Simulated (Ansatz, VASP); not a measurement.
SbP: VASP beside Ansatz

```xyz
2
Lattice="0.0000 2.8364 2.8364 2.8364 0.0000 2.8364 2.8364 2.8364 0.0000" Properties=species:S:1:pos:R:3 pbc="T T T"
Sb    0.0000    0.0000    0.0000
P     2.8364    2.8364    2.8364
```

Change from the starting cell: volume scaled by 1.02, PAW files.

Alike in both runs: task electric field gradients; functional PBE; k mesh 11 × 11 × 11; occupations fermi-dirac, width 0.05 eV; no spin polarisation.

```csv
,VASP,Ansatz
version,VASP 6.6.1,Ansatz 0.2.0
potentials or method,"VASP PAW PBE potentials, release 64 (Sb, P)","PAW with Ansatz's default frozen-core files, scalar-relativistic"
plane-wave cutoff (eV),520,420
valence electrons in the cell,10,20
```

VASP gave:

- pressure (GPa): -1.6

Which values does Ansatz return?

Pressure (GPa): -1.5.

VASP's potentials hold 10 valence electrons a cell and Ansatz's 20, so a difference there can come from the potentials and not from the codes.

Neither program's run includes spin-orbit coupling.
